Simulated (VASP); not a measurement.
A run of VASP 6.6.1 is set up as follows.

Contents of POSCAR:

```
ZnS
1.0
    3.8906929190      0.0000000000      0.0000000000
   -1.9453464595      3.2956170835      0.0000000000
    0.0000000000      0.0000000000      6.2439930788
Zn S
2 2
Direct
    0.3334357879      0.6668715758     -0.0006210166
    0.6665642121      0.3331284242      0.4993789834
    0.3304266206      0.6608532412      0.3756210166
    0.6695733794      0.3391467588      0.8756210166
```

The input INCAR.step1:

```
PREC = Accurate
ENCUT = 550
ISMEAR = 0
SIGMA = 0.01
LREAL = False
LASPH = True
NELM = 120
NBANDS = 26
GGA = PE
ALGO = Normal
EDIFF = 1E-5
LWAVE = True
LCHARG = False
GGA_COMPAT = False
```

File INCAR.step2:

```
PREC = Accurate
ENCUT = 550
EDIFF = 1E-6
ISMEAR = 0
SIGMA = 0.01
LREAL = False
LASPH = True
NELM = 120
ALGO = Normal
ISIF = 2
LWAVE = False
LCHARG = True
METAGGA = R2SCAN
LMIXTAU = True
LELF = True
LVHAR = True
NBANDS = 26
ISTART = 1
GGA_COMPAT = False
```

File KPOINTS:

```
Automatic mesh
0
Gamma
  12 12 4
```

Potentials or basis: VASP PAW PBE potentials, release 64 (Zn, S).

The run is started by

```bash
$ cat potpaw_PBE.64/Zn/POTCAR potpaw_PBE.64/S/POTCAR > POTCAR
$ cp INCAR.step1 INCAR
$ mpirun -np 1 vasp_std > vasp.out
$ cp INCAR.step2 INCAR
$ mpirun -np 1 vasp_std > vasp.out
```

(1) What does it give for the band gap on the k mesh?

(2) Estimate the pressure.

Results:

(1) 2.67 eV.

(2) -1.5 GPa.

Caveat: the cell differs from its parent crystal (uniaxial x strain +2.2%); the PAW data sets were made with another functional, which shifts forces and pressure a little.
